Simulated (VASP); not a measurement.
Wanted: the native input for a VASP 6.6.1 run.

| Item | Value |
| --- | --- |
| Task | single point |
| Functional | PBE |
| Potentials or basis | VASP PAW PBE potentials, release 64 (Ni) |
| Cutoff | 520 eV |
| k mesh | 17 × 17 × 10 |
| Occupations | fermi-dirac, width 0.08 eV |
| Spin | collinear spin, ferromagnetic start |
| Starting moments | [1.0, 1.0] μB |
| Dipole correction | no |
| Further INCAR settings | ALGO = Normal; EDIFF = 1e-07; NBANDS = 21 |

The structure of Ni lies in POSCAR:

```
Ni
1.0
    2.4886441351      0.0000000000      0.0000000000
   -1.2443220675      2.1552290420      0.0000000000
    0.0000000000      0.0000000000      4.0794018305
Ni
2
Direct
    0.3333333333      0.6666666667      0.2500000000
    0.6666666667      0.3333333333      0.7500000000
```

One way to write it, as run:

INCAR

```
SYSTEM = Ni
  PREC = Accurate
  ENCUT = 520
  EDIFF = 1E-7
  ISMEAR = -1
  SIGMA = 0.08
  LREAL = .FALSE.
  LASPH = .TRUE.
  NELM = 150
  ALGO = Normal
  ISIF = 2
  LWAVE = .FALSE.
  LCHARG = .FALSE.
  ISPIN = 2
  MAGMOM = 1 1
  LORBIT = 11
  LMAXMIX = 4
  GGA = PE
  NBANDS = 21
```

KPOINTS

```
Automatic mesh
0
G
  17 17 10
  0 0 0
```

Potentials or basis: VASP PAW PBE potentials, release 64 (Ni).

Command:

```console
$ cat potpaw_PBE.64/Ni/POTCAR > POTCAR
$ mpirun -np 1 vasp_std > vasp.out
```

Results of the run:

```yaml
Pressure: -0.1 GPa
Net_moment: 1.28 μB per cell
Site_moments: Ni +0.65 μB
Valence_electrons_inside_the_program's_atomic_spheres: Ni 9.30
```

Run time: 2.1 min on 1 thread of Intel Xeon 6975P-C (shared host), peak memory 0.24 GiB.
